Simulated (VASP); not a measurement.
# LiMg12 (a cell with a defect) in VASP: a series of runs

LiMg12 (a cell with a defect) is run at these levels: PBE+D3(BJ); tasks: single point.

Everything below comes from runs of VASP 6.6.1. Logs are shortened: lines on timing, memory, paths and dates and some standing lists are left out, and cuts for length are marked.

## Step 1: The cell of the first run

The cell holds a defect, 13 atoms: a = 6.420 Å, b = 9.630 Å, c = 5.213 Å, α = 90.00°, β = 90.00°, γ = 120.00°.

## Step 2: Single point, PBE+D3(BJ)

Contents of INCAR:

```
SYSTEM = LiMg12
PREC = Accurate ; ENCUT = 520
EDIFF = 1E-7 ; ISMEAR = 0
SIGMA = 0.15 ; LREAL = .False.
LASPH = .True. ; NELM = 80
ALGO = Normal ; ISIF = 2
LWAVE = .False. ; LCHARG = .False.
GGA = PE ; IVDW = 12
NBANDS = 26
```

Contents of KPOINTS:

```
Automatic mesh
0
Gamma
  4 3 4
  0 0 0
```

Contents of POSCAR:

```
LiMg12
1.0
    6.4200000000      0.0000000000      0.0000000000
   -4.8150000000      8.3398250000      0.0000000000
    0.0000000000      0.0000000000      5.2130400000
Mg Li
12 1
Direct
    0.0294706454      0.0122657470     -0.0171606191
    0.1932070839      0.2143776555      0.5043272353
   -0.0893825411      0.2661593181      0.1126208412
    0.2026747462      0.5876462452      0.3861351485
    0.0074744722      0.6418194537     -0.0742835979
    0.1583575675      0.8866925695      0.4784192668
    0.4670389570     -0.0308892031     -0.0058597020
    0.6899010590      0.2392579504      0.5890604546
    0.5014874109      0.3350375278      0.0306175016
    0.6709665618      0.5594026360      0.4805205070
    0.5918910760      0.7048357603     -0.0161657287
    0.6855360424      0.9109844397      0.4865917943
    0.2234954189      0.4489805000      0.8012219984
```

Potentials or basis: VASP PAW PBE potentials, release 64 (Mg, Li_sv).

On the command line:

```
$ cat potpaw_PBE.64/Mg/POTCAR potpaw_PBE.64/Li_sv/POTCAR > POTCAR
$ mpirun -np 1 vasp_std > vasp.out
```

OUTCAR:

```text
SYSTEM = LiMg12
   PREC = Accurate
   ENCUT = 520
   EDIFF = 1E-7
   ISMEAR = 0
   LREAL = .False.
   LASPH = .True.
   NELM = 80
   ISIF = 2
   GGA = PE
   IVDW = 12
 IVDW          = 12

 ion  position               nearest neighbor table
   1  0.029  0.012  0.983-  11 2.89   3 2.98   2 3.01   7 3.04   9 3.08   6 3.13   6 3.17   2 3.20
                            12 3.22  12 3.25   7 3.42   5 3.51
   2  0.193  0.214  0.504-  13 2.66   3 2.94   9 3.01   1 3.01   6 3.05  12 3.11   8 3.11   1 3.20
                            10 3.20   9 3.24   8 3.39   4 3.62
   3  0.911  0.266  0.113-  13 2.50   8 2.81   7 2.92   2 2.94   1 2.98   8 3.03   9 3.04   4 3.05
                             5 3.49   9 3.54  12 3.56
   4  0.203  0.588  0.386-  13 2.58   5 2.87  11 3.02   3 3.05   6 3.07  12 3.15  10 3.19   5 3.23
                            10 3.32   8 3.49   2 3.62
   5  0.007  0.642  0.926-   4 2.87  13 2.89  10 2.99  11 3.03   7 3.08   6 3.11   9 3.16   4 3.23
                            10 3.46   3 3.49  11 3.50   1 3.51   6 3.54
   6  0.158  0.887  0.478-   2 3.05   7 3.06   4 3.07   5 3.11   1 3.13  10 3.14  12 3.16   1 3.17
                             7 3.20  12 3.27   8 3.45   5 3.54
   7  0.467  0.969  0.994-   3 2.92  11 3.03   1 3.04   6 3.06   5 3.08   8 3.09  12 3.11  12 3.17
                             6 3.20   1 3.42   9 3.42
   8  0.690  0.239  0.589-   3 2.81   9 2.95   3 3.03   7 3.09   2 3.11  12 3.19  10 3.20   2 3.39
                             9 3.45   6 3.45   4 3.49
   9  0.501  0.335  0.031-  13 2.79   8 2.95  10 3.00   2 3.01   3 3.04   1 3.08   5 3.16   2 3.24
                            11 3.32   7 3.42  10 3.42   8 3.45   3 3.54
  10  0.671  0.559  0.481-   5 2.99   9 3.00  13 3.02  11 3.10  11 3.13   6 3.14   4 3.19   8 3.20
                             2 3.20   4 3.32  12 3.34   9 3.42   5 3.46
  11  0.592  0.705  0.984-  13 2.60   1 2.89   4 3.02   7 3.03   5 3.03  10 3.10  10 3.13  12 3.13
                            12 3.16   9 3.32   5 3.50
  12  0.686  0.911  0.487-   2 3.11   7 3.11  11 3.13   4 3.15  11 3.16   6 3.16   7 3.17   8 3.19
                             1 3.22   1 3.25   6 3.27  10 3.34   3 3.56
  13  0.223  0.449  0.801-   3 2.50   4 2.58  11 2.60   2 2.66   9 2.79   5 2.89  10 3.02

  LATTYP: Found a simple monoclinic cell.
 ALAT       =     6.4200000000
 B/A-ratio  =     0.8120000000
 C/A-ratio  =     1.3228757108
 COS(beta)  =    -0.1889822286

  Lattice vectors:

 A1 = (   6.4200000000,   0.0000000000,   0.0000000000)
 A2 = (   0.0000000000,   0.0000000000,   5.2130400000)
 A3 = (  -1.6050000000,  -8.3398250000,   0.0000000000)

Analysis of symmetry for initial positions (statically):
=====================================================================
 Subroutine PRICEL returns:
 Original cell was already a primitive cell.

 Routine SETGRP: Setting up the symmetry group for a
 simple monoclinic supercell.

 Subroutine GETGRP returns: Found  1 space group operations
 (whereof  1 operations were pure point group operations)
 out of a pool of  4 trial point group operations.

The static configuration has the point symmetry C_1 .

Analysis of symmetry for dynamics (positions and initial velocities):
=====================================================================
 Subroutine PRICEL returns:
 Original cell was already a primitive cell.

 Routine SETGRP: Setting up the symmetry group for a
 simple monoclinic supercell.

 Subroutine GETGRP returns: Found  1 space group operations
 (whereof  1 operations were pure point group operations)
 out of a pool of  4 trial point group operations.

The dynamic configuration has the point symmetry C_1 .

 Subroutine INISYM returns: Found  1 space group operations
 (whereof  1 operations are pure point group operations),
 and found     1 'primitive' translations

----------------------------------------------------------------------------------------

                                     Primitive cell

  volume of cell :     279.1149

  direct lattice vectors                    reciprocal lattice vectors
     6.420000000  0.000000000  0.000000000     0.155763240  0.089929945  0.000000000
    -4.815000000  8.339825000  0.000000000     0.000000000  0.119906593  0.000000000
     0.000000000  0.000000000  5.213040000     0.000000000  0.000000000  0.191826650

  length of vectors
     6.420000000  9.630000313  5.213040000     0.179859895  0.119906593  0.191826650

[... 45 lines left out ...]

  Length of vectors
     0.044964974  0.039968864  0.047956663

  Shift w.r.t. Gamma in fractional coordinates (k-lattice)
     0.000000000  0.000000000  0.000000000

 Subroutine IBZKPT returns following result:
 ===========================================

 Found     26 irreducible k-points:

 Following reciprocal coordinates:
            Coordinates               Weight
  0.000000  0.000000  0.000000      1.000000
  0.250000  0.000000  0.000000      2.000000
  0.500000  0.000000  0.000000      1.000000
  0.000000  0.333333  0.000000      2.000000
  0.250000  0.333333  0.000000      2.000000
  0.500000  0.333333  0.000000      2.000000
[... 16 lines left out ...]
  0.000000  0.333333  0.500000      2.000000
  0.250000  0.333333  0.500000      2.000000
 [... further k-points ...]
   k-points           NKPTS =     26   k-points in BZ     NKDIM =     26   number of bands    NBANDS=     26
   number of dos      NEDOS =    301   number of ions     NIONS =     13
   total plane-waves  NPLWV = 138240
   dimension x,y,z NGX =    48 NGY =   72 NGZ =   40
   dimension x,y,z NGXF=    96 NGYF=  144 NGZF=   80
   ions per type =              12   1
   NGX,Y,Z   is equivalent  to a cutoff of  12.43, 12.43, 12.76 a.u.
   NGXF,Y,Z  is equivalent  to a cutoff of  24.86, 24.86, 25.51 a.u.
 SYSTEM =  LiMg12
   PREC   = accura    normal or accurate (medium, high low for compatibility)
   ISTART =      0    job   : 0-new  1-cont  2-samecut
   ICHARG =      2    charge: 1-file 2-atom 10-const
   ISPIN  =      1    spin polarized calculation?
   LNONCOLLINEAR =      F non collinear calculations
   LSORBIT =      F    spin-orbit coupling
   LASPH  =      T    aspherical Exc in radial PAW
   ENCUT  =  520.0 eV  38.22 Ry    6.18 a.u.  11.94 17.91  9.69*2*pi/ulx,y,z
   NELM   =     80;   NELMIN=  2; NELMDL= -5     # of ELM steps
   EDIFF  = 0.1E-06   stopping-criterion for ELM
   LREAL  =      F    real-space projection
   EDIFFG = 0.1E-05   stopping-criterion for IOM
   NSW    =      0    number of steps for IOM
   IBRION =     -1    ionic relax: 0-MD 1-quasi-New 2-CG
   NFREE  =      0    steps in history (QN), initial steepest desc. (CG)
   ISIF   =      2    stress and relaxation
   ISYM   =      2    0-nonsym 1-usesym 2-fastsym
   POTIM  = 0.5000    time-step for ionic-motion
   TEBEG  =    0.0;   TEEND  =   0.0 temperature during run
   PSTRESS=    0.0 pullay stress
   NELECT =      27.0000    total number of electrons
   NUPDOWN=      -1.0000    fix difference up-down
   EMIN   =  10.00;   EMAX   =-10.00  energy-range for DOS
   EFERMI =   0.00;   METHOD = LEGACY
   ISMEAR =     0;   SIGMA  =   0.15  broadening in eV -4-tet -1-fermi 0-gaus
   EFERMI_NEDOS =   21; number of points for ismear=-14 and -15
   IALGO  =     38    algorithm
   IMIX   =      4    mixing-type and parameters
     AMIX     =   0.40;   BMIX     =  1.00
     AMIX_MAG =   1.60;   BMIX_MAG =  1.00
  volume/ion in A,a.u.               =      21.47       144.89
  Fermi-wavevector in a.u.,A,eV,Ry     =   0.751511  1.420149  7.684136  0.564768
  Thomas-Fermi vector in A             =   1.848508
   LORBIT       =      0    0 simple, 1 ext, 2 COOP (PROOUT), +10 PAW based schemes
   GGA     = PE    functional components
   LHFCALC =     F    Hartree Fock is set to
   AEXX    =    0.0000 exact exchange contribution
   IVDW    =    12    specifies the selected vdW correction
   LEPSILON=     F    determine dielectric tensor
   LRPA    =     F    only Hartree local field effects (RPA)
 non-spin polarized calculation
 Gauss-broadening in eV      SIGMA  =   0.15
  energy-cutoff  :      520.00
  volume of cell :      279.11
 maximum number of plane-waves:      7534
   NGX = 23   NGY = 35   NGZ = 19

 number of electron      26.9999993 magnetization

 Free energy of the ion-electron system (eV)
  ---------------------------------------------------
  ext. energy  EPLUGINS =         0.00000000
  ---------------------------------------------------
  free energy    TOTEN  =       -18.83194059 eV

  energy without entropy =      -18.77490117  energy(sigma->0) =      -18.80342088

 E-fermi :   2.7910     XC(G=0):  -8.5753

 val. band max:        2.7851994977   @ k =  -0.2500   0.3333   0.0000
 cond. band min:       2.7941173487   @ k =   0.2500   0.3333   0.5000
 fundamental gap:      0.0089178510
 Fermi energy:         2.7909544467

 k-point     1 :       0.0000    0.0000    0.0000
  band No.  band energies     occupation
      1     -43.6459      2.00000
      2      -4.1919      2.00000
      3      -2.1786      2.00000
      4      -1.9652      2.00000
      5      -0.6158      2.00000
      6      -0.4280      2.00000
[... 661 lines left out ...]
     24       7.5623      0.00000
     25       7.7049      0.00000

 [... further k-points ...]

 [bands above 25 left out]

------------------------ aborting loop because EDIFF is reached ----------------------------------------

 Edisp (eV)   -3.77988

 E8    (eV) :    -1.6541

  FORCE on cell =-STRESS in cart. coord.  units (eV):
  Direction    XX          YY          ZZ          XY          YZ          ZX
  --------------------------------------------------------------------------------------
  -------------------------------------------------------------------------------------
  Total      -0.65357     0.08890     3.05430     0.52832    -0.64701    -0.12772
  in kB      -3.75163     0.51028    17.53234     3.03267    -3.71398    -0.73311
  external pressure =        4.76 kB  Pullay stress =        0.00 kB

 VOLUME and BASIS-vectors are now :
 -----------------------------------------------------------------------------
  energy-cutoff  :      520.00
  volume of cell :      279.11
      direct lattice vectors                 reciprocal lattice vectors
     6.420000000  0.000000000  0.000000000     0.155763240  0.089929945  0.000000000
    -4.815000000  8.339825000  0.000000000     0.000000000  0.119906593  0.000000000
     0.000000000  0.000000000  5.213040000     0.000000000  0.000000000  0.191826650

 POSITION                                       TOTAL-FORCE (eV/Angst)
 -----------------------------------------------------------------------------------
      0.13014      0.10229      5.12358        -0.000967     -0.002603     -0.003493
      0.20816      1.78787      2.62908         0.003382     -0.006150     -0.004158
      4.56461      2.21972      0.58710        -0.003729     -0.004761      0.007737
     -1.52834      4.90087      2.01294        -0.012141     -0.008229     -0.007236
     -3.04237      5.35266      4.82580         0.011792     -0.002162      0.002702
     -3.25277      7.39486      2.49402        -0.004861     -0.000745     -0.000667
     -1.66788      8.08221      5.18249         0.002678      0.006048     -0.005998
      3.27714      1.99537      3.07080        -0.004932      0.003792     -0.000794
      1.60634      2.79415      0.15961         0.014289     -0.008503      0.005022
      1.61408      4.66532      2.50497        -0.006559     -0.005175      0.000515
      0.40616      5.87821      5.12877         0.006155      0.005491      0.000501
      0.01475      7.59745      2.53662        -0.000503      0.010216      0.002505
     -0.72700      3.74442      4.17680        -0.004604      0.012780      0.003364
 -----------------------------------------------------------------------------------
    total drift:                                0.000252      0.000213      0.000295

  FREE ENERGIE OF THE ION-ELECTRON SYSTEM (eV)
  ---------------------------------------------------
  free  energy   TOTEN  =       -22.6118171821 eV

  energy  without entropy=      -22.5547777688  energy(sigma->0) =      -22.58329748
```

Wall time 6.9 min (1 thread of AMD EPYC 7R13, shared host); peak memory 0.43 GiB.

What came out:

* Free energy: -22.6118 eV
* Largest force: 0.017 eV/Å
* Band gap on the k mesh: zero (an odd number of electrons rules out a gap without spin polarisation)
* Dispersion energy per atom: -0.291 eV

Forces on the atoms (eV/Å):
```
Mg  -0.001 -0.003 -0.003
Mg   0.003 -0.006 -0.004
Mg  -0.004 -0.005  0.008
Mg  -0.012 -0.008 -0.007
Mg   0.012 -0.002  0.003
Mg  -0.005 -0.001 -0.001
Mg   0.003  0.006 -0.006
Mg  -0.005  0.004 -0.001
Mg   0.014 -0.009  0.005
Mg  -0.007 -0.005  0.001
Mg   0.006  0.005  0.001
Mg  -0.001  0.010  0.003
Li  -0.005  0.013  0.003
```

Caveat: the cutoff is under 1.25 times the usual one of these potentials, so pressure, stress and relaxed cells hold a basis-set (Pulay) error.

## Step 3: Single point, PBE+D3(BJ)

Contents of INCAR:

```
SYSTEM = LiMg12
ALGO = Normal ; EDIFF = 1E-7
ENCUT = 520 ; GGA = PE
ISIF = 2 ; ISMEAR = 0
IVDW = 12 ; LASPH = .TRUE.
LCHARG = .TRUE. ; LELF = .TRUE.
LREAL = .FALSE. ; LVHAR = .TRUE.
LWAVE = .FALSE. ; NBANDS = 26
NELM = 80 ; PREC = Accurate
SIGMA = 0.15
```

Contents of KPOINTS:

```
k-points
0
G
  4 3 4
  0 0 0
```

Contents of POSCAR:

```
LiMg12
1.0
    6.4200000000      0.0000000000      0.0000000000
   -4.8150000000      8.3398250000      0.0000000000
    0.0000000000      0.0000000000      5.2130400000
Mg Li
12 1
Direct
    0.0301226420      0.0119352362      0.0169925203
    0.1896671251      0.2145872541      0.4942972078
   -0.0905940974      0.2643438233     -0.1086372966
    0.1974843569      0.5837582215      0.6141577351
    0.0074602611      0.6408565163      0.0748771512
    0.1556180759      0.8854848445      0.5224564938
    0.4660095433     -0.0319446606      0.0063922023
    0.6872039811      0.2384827314      0.4139633726
    0.5017336906      0.3336809240     -0.0326786907
    0.6680904958      0.5582266619      0.5170304509
    0.5946795737      0.7054594576      0.0112894036
    0.6827284044      0.9097481784      0.5112381187
    0.2278098276      0.4512959714      1.1947212411
```

Potentials or basis: VASP PAW PBE potentials, release 64 (Mg, Li_sv).

On the command line:

```
$ cat potpaw_PBE.64/Mg/POTCAR potpaw_PBE.64/Li_sv/POTCAR > POTCAR
$ mpirun -np 1 vasp_std > vasp.out
```

OUTCAR:

```text
SYSTEM = LiMg12
   EDIFF = 1E-7
   ENCUT = 520
   GGA = PE
   ISIF = 2
   ISMEAR = 0
   IVDW = 12
   LASPH = .TRUE.
   LREAL = .FALSE.
   NELM = 80
   PREC = Accurate
 IVDW          = 12

 ion  position               nearest neighbor table
   1  0.030  0.012  0.017-  11 2.88   3 2.97   2 3.01   7 3.03   9 3.07   6 3.12   6 3.17   2 3.21
                            12 3.22  12 3.27   7 3.43   5 3.52
   2  0.190  0.215  0.494-  13 2.67   3 2.93   1 3.01   9 3.02   6 3.07  12 3.11   8 3.11  10 3.20
[... 929 lines left out ...]
 -----------------------------------------------------------------------------
  energy-cutoff  :      520.00
  volume of cell :      279.11
      direct lattice vectors                 reciprocal lattice vectors
     6.420000000  0.000000000  0.000000000     0.155763240  0.089929945  0.000000000
    -4.815000000  8.339825000  0.000000000     0.000000000  0.119906593  0.000000000
     0.000000000  0.000000000  5.213040000     0.000000000  0.000000000  0.191826650

 POSITION                                       TOTAL-FORCE (eV/Angst)
 -----------------------------------------------------------------------------------
      0.13592      0.09954      0.08858         0.000352     -0.001639      0.000496
      0.18443      1.78962      2.57679         0.003418     -0.008065      0.001673
      4.56557      2.20458      4.64671        -0.005644     -0.011778      0.003329
     -1.54295      4.86844      3.20163        -0.000303      0.007041     -0.000103
     -3.03783      5.34463      0.39034         0.003644      0.003097      0.002107
     -3.26454      7.38479      2.72359         0.000371     -0.002091      0.001760
     -1.66941      8.07341      0.03332         0.000132      0.001937      0.001656
      3.26356      1.98890      2.15801        -0.001244      0.001260     -0.002717
      1.61446      2.78284      5.04268         0.005985     -0.003158     -0.000493
      1.60128      4.65551      2.69530         0.001474      0.004265     -0.000610
      0.42106      5.88341      0.05885        -0.001960      0.004831     -0.004806
      0.00268      7.58714      2.66510         0.001464     -0.000257      0.002086
     -0.71045      3.76373      1.01509        -0.007689      0.004558     -0.004377
 -----------------------------------------------------------------------------------
    total drift:                                0.000475      0.000113     -0.000108

  FREE ENERGIE OF THE ION-ELECTRON SYSTEM (eV)
  ---------------------------------------------------
  free  energy   TOTEN  =       -22.6124104831 eV

  energy  without entropy=      -22.5560441949  energy(sigma->0) =      -22.58422734
```

It took 6.8 min on 1 thread of AMD EPYC 7R13, shared host; peak memory 0.43 GiB.

What came out:

```yaml
Free_energy: -22.6124 eV
Largest_force: 0.013 eV/Å
Band_gap_on_the_k_mesh: zero (an odd number of electrons rules out a gap without spin polarisation)
Dispersion_energy_per_atom: -0.291 eV
```

Forces on the atoms (eV/Å):
```
Mg   0.000 -0.002  0.000
Mg   0.003 -0.008  0.002
Mg  -0.006 -0.012  0.003
Mg   0.000  0.007  0.000
Mg   0.004  0.003  0.002
Mg   0.000 -0.002  0.002
Mg   0.000  0.002  0.002
Mg  -0.001  0.001 -0.003
Mg   0.006 -0.003  0.000
Mg   0.001  0.004 -0.001
Mg  -0.002  0.005 -0.005
Mg   0.001  0.000  0.002
Li  -0.008  0.005 -0.004
```

Levels at points of the mesh, in eV from the Fermi level:
| k point | band 10 | band 11 | band 12 | band 13 | band 14 | band 15 | band 16 | band 17 |
| --- | --- | --- | --- | --- | --- | --- | --- | --- |
| (0.00, 0.00, 0.00) | -1.53 | -0.44 | -0.23 | 0.09 | 0.16 | 0.37 | 0.56 | 1.24 |
| (0.50, 0.00, 0.00) | -0.70 | -0.57 | -0.48 | -0.36 | -0.23 | 0.06 | 0.14 | 0.25 |
| (0.00, 0.00, 0.50) | -2.01 | -1.81 | -1.19 | -1.17 | -0.82 | -0.57 | 0.86 | 0.98 |
| (0.50, 0.00, 0.50) | -1.14 | -1.01 | -0.75 | -0.60 | 0.45 | 0.52 | 0.78 | 0.90 |

Caveat: the cutoff is under 1.25 times the usual one of these potentials, so pressure, stress and relaxed cells hold a basis-set (Pulay) error.
